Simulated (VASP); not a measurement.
# Ta (Im-3m) in VASP: notebook, part 2 of 2

VASP 6.6.1.

## Step 4: Single point, PBE (volume scaled by 0.97)

INCAR reads:

```
PREC = Accurate ; ENCUT = 520
EDIFF = 1E-6 ; ISMEAR = 0
SIGMA = 0.1 ; LREAL = False
LASPH = True ; NELM = 80
ALGO = Normal ; ISIF = 2
LWAVE = False ; LCHARG = False
GGA = PE ; NBANDS = 12
```

KPOINTS reads:

```
Automatic mesh
0
Gamma
  18 18 18
```

POSCAR reads:

```
Ta
1.0
   -1.6426321101      1.6426321101      1.6426321101
    1.6426321101     -1.6426321101      1.6426321101
    1.6426321101      1.6426321101     -1.6426321101
Ta
1
Direct
    0.0000000000      0.0000000000      0.0000000000
```

Potentials or basis: VASP PAW PBE potentials, release 64 (Ta_pv).

Launch:

```sh
$ cat potpaw_PBE.64/Ta_pv/POTCAR > POTCAR
$ mpirun -np 1 vasp_std > vasp.out
```

OUTCAR:

```text
PREC = Accurate
   ENCUT = 520
   EDIFF = 1E-6
   ISMEAR = 0
   LREAL = False
   LASPH = True
   NELM = 80
   ISIF = 2
   GGA = PE

 ion  position               nearest neighbor table
   1  0.000  0.000  0.000-

  LATTYP: Found a body centered cubic cell.
 ALAT       =     3.2852642202

  Lattice vectors:

 A1 = (  -1.6426321101,   1.6426321101,   1.6426321101)
 A2 = (   1.6426321101,  -1.6426321101,   1.6426321101)
 A3 = (   1.6426321101,   1.6426321101,  -1.6426321101)

Analysis of symmetry for initial positions (statically):
=====================================================================
 Subroutine PRICEL returns:
 Original cell was already a primitive cell.

 Routine SETGRP: Setting up the symmetry group for a
 body centered cubic supercell.

 Subroutine GETGRP returns: Found 48 space group operations
 (whereof 48 operations were pure point group operations)
 out of a pool of 48 trial point group operations.

The static configuration has the point symmetry O_h .

Analysis of symmetry for dynamics (positions and initial velocities):
=====================================================================
 Subroutine PRICEL returns:
 Original cell was already a primitive cell.

 Routine SETGRP: Setting up the symmetry group for a
 body centered cubic supercell.

 Subroutine GETGRP returns: Found 48 space group operations
 (whereof 48 operations were pure point group operations)
 out of a pool of 48 trial point group operations.

The dynamic configuration has the point symmetry O_h .

 Subroutine INISYM returns: Found 48 space group operations
 (whereof 48 operations are pure point group operations),
 and found     1 'primitive' translations

----------------------------------------------------------------------------------------

                                     Primitive cell

  volume of cell :      17.7289

  direct lattice vectors                    reciprocal lattice vectors
    -1.642632110  1.642632110  1.642632110     0.000000000  0.304389520  0.304389520
     1.642632110 -1.642632110  1.642632110     0.304389520  0.000000000  0.304389520
     1.642632110  1.642632110 -1.642632110     0.304389520  0.304389520  0.000000000

  length of vectors
     2.845122273  2.845122273  2.845122273     0.430471788  0.430471788  0.430471788

  position of ions in fractional coordinates (direct lattice)
     0.000000000  0.000000000  0.000000000

  ion indices of the primitive-cell ions
   primitive index   ion index
                 1           1

----------------------------------------------------------------------------------------

 KPOINTS: Automatic mesh

Automatic generation of k-mesh.
 Grid dimensions read from file:
 generate k-points for:   18   18   18

 Generating k-lattice:

  Cartesian coordinates                     Fractional coordinates (reciprocal lattice)
     0.000000000  0.016910529  0.016910529     0.055555556  0.000000000  0.000000000
     0.016910529  0.000000000  0.016910529     0.000000000  0.055555556  0.000000000
     0.016910529  0.016910529  0.000000000     0.000000000  0.000000000  0.055555556

  Length of vectors
     0.023915099  0.023915099  0.023915099

  Shift w.r.t. Gamma in fractional coordinates (k-lattice)
     0.000000000  0.000000000  0.000000000

 Subroutine IBZKPT returns following result:
 ===========================================

 Found    195 irreducible k-points:

 Following reciprocal coordinates:
            Coordinates               Weight
  0.000000  0.000000  0.000000      1.000000
  0.055556  0.000000  0.000000     12.000000
  0.111111  0.000000  0.000000     12.000000
  0.166667  0.000000  0.000000     12.000000
  0.222222  0.000000  0.000000     12.000000
  0.277778  0.000000  0.000000     12.000000
[... 16 lines left out ...]
  0.333333  0.111111  0.000000     48.000000
  0.388889  0.111111 -0.000000     48.000000
 [... further k-points ...]
   k-points           NKPTS =    195   k-points in BZ     NKDIM =    195   number of bands    NBANDS=     12
   number of dos      NEDOS =    301   number of ions     NIONS =      1
   total plane-waves  NPLWV =  13824
   dimension x,y,z NGX =    24 NGY =   24 NGZ =   24
   dimension x,y,z NGXF=    48 NGYF=   48 NGZF=   48
   ions per type =               1
   NGX,Y,Z   is equivalent  to a cutoff of  14.02, 14.02, 14.02 a.u.
   NGXF,Y,Z  is equivalent  to a cutoff of  28.05, 28.05, 28.05 a.u.
 SYSTEM =  unknown system
   PREC   = accura    normal or accurate (medium, high low for compatibility)
   ISTART =      0    job   : 0-new  1-cont  2-samecut
   ICHARG =      2    charge: 1-file 2-atom 10-const
   ISPIN  =      1    spin polarized calculation?
   LNONCOLLINEAR =      F non collinear calculations
   LSORBIT =      F    spin-orbit coupling
   LASPH  =      T    aspherical Exc in radial PAW
   ENCUT  =  520.0 eV  38.22 Ry    6.18 a.u.   5.29  5.29  5.29*2*pi/ulx,y,z
   NELM   =     80;   NELMIN=  2; NELMDL= -5     # of ELM steps
   EDIFF  = 0.1E-05   stopping-criterion for ELM
   LREAL  =      F    real-space projection
   EDIFFG = 0.1E-04   stopping-criterion for IOM
   NSW    =      0    number of steps for IOM
   IBRION =     -1    ionic relax: 0-MD 1-quasi-New 2-CG
   NFREE  =      0    steps in history (QN), initial steepest desc. (CG)
   ISIF   =      2    stress and relaxation
   ISYM   =      2    0-nonsym 1-usesym 2-fastsym
   POTIM  = 0.5000    time-step for ionic-motion
   TEBEG  =    0.0;   TEEND  =   0.0 temperature during run
   PSTRESS=    0.0 pullay stress
   NELECT =      11.0000    total number of electrons
   NUPDOWN=      -1.0000    fix difference up-down
   EMIN   =  10.00;   EMAX   =-10.00  energy-range for DOS
   EFERMI =   0.00;   METHOD = LEGACY
   ISMEAR =     0;   SIGMA  =   0.10  broadening in eV -4-tet -1-fermi 0-gaus
   EFERMI_NEDOS =   21; number of points for ismear=-14 and -15
   IALGO  =     38    algorithm
   IMIX   =      4    mixing-type and parameters
     AMIX     =   0.40;   BMIX     =  1.00
     AMIX_MAG =   1.60;   BMIX_MAG =  1.00
  volume/ion in A,a.u.               =      17.73       119.64
  Fermi-wavevector in a.u.,A,eV,Ry     =   1.396300  2.638624 26.526651  1.949654
  Thomas-Fermi vector in A             =   2.519668
   LORBIT       =      0    0 simple, 1 ext, 2 COOP (PROOUT), +10 PAW based schemes
   GGA     = PE    functional components
   LHFCALC =     F    Hartree Fock is set to
   AEXX    =    0.0000 exact exchange contribution
   IVDW    =     0    specifies the selected vdW correction
   LEPSILON=     F    determine dielectric tensor
   LRPA    =     F    only Hartree local field effects (RPA)
 non-spin polarized calculation
 Gauss-broadening in eV      SIGMA  =   0.10
  energy-cutoff  :      520.00
  volume of cell :       17.73
 maximum number of plane-waves:       490
 NGX is ok and might be reduce to    24
   NGX = 11   NGY = 11   NGZ = 11

 number of electron      11.0000002 magnetization

 Free energy of the ion-electron system (eV)
  ---------------------------------------------------
  ext. energy  EPLUGINS =         0.00000000
  ---------------------------------------------------
  free energy    TOTEN  =       -11.80527374 eV

  energy without entropy =      -11.79927678  energy(sigma->0) =      -11.80227526

 E-fermi :   5.6280     XC(G=0): -12.6987

 val. band max:        5.6235642302   @ k =   0.1111   0.0556   0.0556
 cond. band min:       5.6313614833   @ k =  -0.2778   0.3889   0.1111
 fundamental gap:      0.0077972531
 Fermi energy:         5.6280117305

 k-point     1 :       0.0000    0.0000    0.0000
  band No.  band energies     occupation
      1     -27.3896      2.00000
      2     -27.3896      2.00000
      3     -27.3896      2.00000
      4      -2.3618      2.00000
      5       6.3519      0.00000
      6       6.3519      0.00000
      7       6.3519      0.00000
      8       9.6812      0.00000
      9       9.6812      0.00000
     10      20.3724      0.00000
     11      20.7004      0.00000
     12      20.7004      0.00000
[... 331 lines left out ...]
 k-point    24 :       0.3889    0.1111   -0.0000
  band No.  band energies     occupation
      1     -28.5494      2.00000
      2     -27.8219      2.00000
      3     -27.4522      2.00000
      4       1.5724      2.00000
      5       4.1531      2.00000
      6       6.3173      0.00000
      7       9.4360      0.00000
      8      10.7616      0.00000
      9      13.6687      0.00000
     10      17.3472      0.00000
     11      18.7283      0.00000
     12      20.3814      0.00000

 [... further k-points ...]

------------------------ aborting loop because EDIFF is reached ----------------------------------------

  FORCE on cell =-STRESS in cart. coord.  units (eV):
  Direction    XX          YY          ZZ          XY          YZ          ZX
  --------------------------------------------------------------------------------------
  -------------------------------------------------------------------------------------
  Total        0.7072867      0.7072867      0.7072867      0.0000000     -0.0000000     -0.0000000
  in kB       63.9182935     63.9182935     63.9182935      0.0000000     -0.0000000     -0.0000000
  external PRESSURE =      63.9182935 kB  Pullay stress =       0.0000000 kB

 VOLUME and BASIS-vectors are now :
 -----------------------------------------------------------------------------
  energy-cutoff  :      520.00
  volume of cell :       17.73
      direct lattice vectors                 reciprocal lattice vectors
    -1.642632110  1.642632110  1.642632110     0.000000000  0.304389520  0.304389520
     1.642632110 -1.642632110  1.642632110     0.304389520  0.000000000  0.304389520
     1.642632110  1.642632110 -1.642632110     0.304389520  0.304389520  0.000000000

 POSITION                                       TOTAL-FORCE (eV/Angst)
 -----------------------------------------------------------------------------------
      0.00000      0.00000      0.00000        -0.000000     -0.000000     -0.000000
 -----------------------------------------------------------------------------------
    total drift:                               -0.000000      0.000000     -0.000000

  FREE ENERGIE OF THE ION-ELECTRON SYSTEM (eV)
  ---------------------------------------------------
  free  energy   TOTEN  =       -11.8052737420 eV

  energy  without entropy=      -11.7992767770  energy(sigma->0) =      -11.80227526
```

It took 52 s on 1 thread of AMD EPYC 7R43 (Zen 3), shared host; peak memory 0.14 GiB.

Results:

```yaml
Free_energy: -11.8053 eV
Pressure: 6.4 GPa
```

Caveat: spin-orbit coupling is left out, which moves the levels of the heavy elements.

## Step 5: Summary

```csv
cell,gap on the mesh (eV),pressure (GPa)
"a = 2.807 Å, angles 109.5°, 1 atom",none,15.9
"a = 2.815 Å, angles 109.5°, 1 atom",none,13.7
"a = 2.845 Å, angles 109.5°, 1 atom",none,6.4
```

Alike in all rows: task single point; level PBE; potentials or basis VASP PAW PBE potentials, release 64 (Ta_pv); no spin polarisation; k mesh 18 × 18 × 18; cutoff (eV) 520; smearing gaussian 0.1 eV.

Caveats: spin-orbit coupling is left out, which moves the levels of the heavy elements.

Absolute energies hang on the potentials; compare differences alone.
